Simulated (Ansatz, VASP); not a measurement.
# Two plane-wave programs on FeO

```
Fe O
1.0
     1.51882    0.87689    2.51958
    -1.51882    0.87689    2.51958
     0.00000   -1.75378    2.51958
Fe O
1 1
Cartesian
  0.0000 0.0000 0.0000
  0.0000 0.0000 3.7794
```

Alike in both runs: task single point; functional PBE; k mesh 10 × 10 × 10; occupations gaussian, width 0.1 eV; collinear spin.

```csv
,VASP,Ansatz
version,VASP 6.6.1,Ansatz 0.2.0
potentials or method,"VASP PAW PBE potentials, release 64 (Fe, O), cutoff 520 eV","plane waves, PAW"
valence electrons in the cell,14,22
```

```csv
,VASP,Ansatz,Ansatz less VASP
pressure (GPa),-1.2,-1.2,-0.07
"traceless stress, the component that is largest in VASP (GPa)",-0.82,-0.79,+0.030
net moment per atom (μB),2.00,2.00,+0.001
size of the moment on the site where the two differ most (μB),3.62,3.45,-0.166
```

Site moments also hang on the region over which each program counts them. VASP's potentials hold 14 valence electrons a cell and Ansatz's 22, so a difference there can come from the potentials and not from the codes. Ansatz's warnings: given moment on shells, stress scf threshold loose.
